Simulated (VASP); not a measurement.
# Ta: single point with PBE

Crystal: Ta.

```
CELL_PARAMETERS angstrom
-1.66072 1.66072 1.66072
1.66072 -1.66072 1.66072
1.66072 1.66072 -1.66072
ATOMIC_POSITIONS crystal
Ta 0.00000 0.00000 0.00000
```

```yaml
Program: VASP 6.6.1
Task: single point
Functional: PBE
Potentials_or_basis: VASP PAW PBE potentials, release 64 (Ta_pv)
Cutoff: 520 eV
k_mesh: 7 × 7 × 7
Occupations: fermi-dirac, width 0.1 eV
Spin: no spin polarisation
Dipole_correction: no
Further_INCAR_settings: ALGO = Normal; EDIFF = 1e-06; NBANDS = 12
```

- Pressure: 0.1 GPa

Levels at points of the mesh, in eV from the Fermi level:
| k point | band 2 | band 3 | band 4 | band 5 | band 6 | band 7 | band 8 | band 9 |
| --- | --- | --- | --- | --- | --- | --- | --- | --- |
| (0.00, 0.00, 0.00) | -33.06 | -33.06 | -7.75 | 0.83 | 0.83 | 0.83 | 4.04 | 4.04 |

Wall time 3.8 s on 1 thread of AMD EPYC 7R13 Processor (Zen 3), with other jobs on the host, peak memory 0.11 GiB.

Caveat: the k points lie up to 0.38 Å⁻¹ apart; spin-orbit coupling is left out, which moves the levels of the heavy elements.
